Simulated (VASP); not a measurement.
Wanted: the native input for a VASP 6.6.1 run.

```
Task                   : single point
Functional             : PBEsol
Potentials or basis    : VASP PAW PBE potentials, release 64 (Sm)
Cutoff                 : 520 eV
k mesh                 : 13 × 13 × 13
Occupations            : fermi-dirac, width 0.136057 eV
Spin                   : no spin polarisation
Dipole correction      : no
Further INCAR settings : ALGO = Normal; EDIFF = 1e-06; NBANDS = 14
```

The structure of Sm lies in POSCAR:

```
Sm
1.0
    2.5370482585      0.0000000000      0.0000000000
    0.0000000000      2.5370482585      0.0000000000
    0.0000000000      0.0000000000      2.5370482585
Sm
1
Direct
    0.0000000000      0.0000000000      0.0000000000
```

This isn't the form of Sm at room conditions, which is rhombohedral.

One way to write it, as run:

INCAR

```
PREC = Accurate
ENCUT = 520
EDIFF = 1E-6
ISMEAR = -1
SIGMA = 0.13605693000000002
LREAL = False
LASPH = True
NELM = 80
ALGO = Normal
ISIF = 2
LWAVE = False
LCHARG = False
GGA = PS
NBANDS = 14
```

KPOINTS

```
Automatic mesh
0
Gamma
  13 13 13
```

Potentials or basis: VASP PAW PBE potentials, release 64 (Sm).

Run with:

```console
$ cat potpaw_PBE.64/Sm/POTCAR > POTCAR
$ mpirun -np 1 vasp_std > vasp.out
```

It gave:

```yaml
Pressure: 1.1 GPa
Band_gap_on_the_k_mesh: zero (bands 8 and 9 overlap by 0.50 eV)
```

Caveat: the PAW data sets were made with another functional, which shifts forces and pressure a little; spin-orbit coupling is left out, which moves the levels of the heavy elements; semilocal functionals describe open f shells poorly, which spoils levels, moments and volumes.

It took 49 s on 1 thread of Intel Xeon 8259CL (shared host), peak memory 0.15 GiB.
